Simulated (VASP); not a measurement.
The system is LaAgS2.

```xyz
8
Lattice="4.1091 0.0000 0.0000 0.0000 4.1091 0.0000 0.0000 0.0000 10.1687" Properties=species:S:1:pos:R:3 pbc="T T T"
Ag    3.0819    1.0273    0.0000
Ag    1.0273    3.0819    0.0000
La    1.0273    1.0273    7.7801
La    3.0819    3.0819    2.3886
S     1.0273    1.0273    3.2743
S     3.0819    3.0819    6.8944
S     3.0819    1.0273    5.0843
S     1.0273    3.0819    5.0843
```

* Program: VASP 6.6.1
* Task: relaxation of cell and atoms
* Functional: PBE
* Potentials or basis: VASP PAW PBE potentials, release 64 (Ag, La, S)
* Cutoff: 600 eV
* k mesh: 5 × 5 × 2
* Occupations: gaussian, width 0.1649 eV
* Spin: no spin polarisation

At the start: pressure 1.8 GPa; volume 21.46 Å³/atom.

Task: Where does the relaxation end?

Result: Over 25 steps the energy falls by 745.2 meV/atom and the volume is 23.96 Å³/atom (+11.6 %); space group P4/nmm (No. 129, to 0.1 Å) before and after.

The path:
```tsv
step	energy change (eV)	largest force (eV/Å)	pressure (GPa)	volume (Å³)
1	0.0000	2.8398	1.77	171.70
2	-1.6259	2.6480	-0.62	177.60
3	-4.7597	1.3827	-4.12	195.43
4	-2.5640	1.3543	-3.68	231.73
5	-5.5162	0.3455	-5.21	208.42
6	-5.5893	0.3420	-4.99	204.57
7	-4.9157	2.1425	12.03	168.13
8	-5.9288	0.3861	-0.37	190.32
9	-5.9294	0.4155	-0.19	189.86
10	-5.9603	0.0229	0.01	189.29
11	-5.9603	0.0191	0.03	189.25
12	-5.9603	0.0201	0.02	189.27
13	-5.9604	0.0210	-0.01	189.43
14	-5.9607	0.0233	-0.10	189.91
15	-5.9605	0.0345	-0.28	190.87
16	-5.9607	0.0224	-0.17	190.26
17	-5.9607	0.0243	-0.16	190.27
18	-5.9608	0.0224	-0.16	190.30
19	-5.9609	0.0216	-0.14	190.36
20	-5.9611	0.0221	-0.12	190.47
21	-5.9615	0.0238	-0.09	190.70
22	-5.9618	0.0289	0.02	191.15
23	-5.9618	0.0292	0.03	191.18
24	-5.9619	0.0216	0.02	191.33
25	-5.9619	0.0082	0.00	191.64
```

Final structure:
```
CELL_PARAMETERS angstrom
3.94707 0.00000 0.00000
0.00000 3.94707 0.00000
0.00000 0.00000 12.30098
ATOMIC_POSITIONS crystal
Ag 0.75000 0.25000 0.00000
Ag 0.25000 0.75000 0.00000
La 0.25000 0.25000 0.68272
La 0.75000 0.75000 0.31728
S 0.25000 0.25000 0.24428
S 0.75000 0.75000 0.75572
S 0.75000 0.25000 0.50000
S 0.25000 0.75000 0.50000
```

Caveat: a cell axis changed by over 15 % at a fixed basis, so the end point is rough.
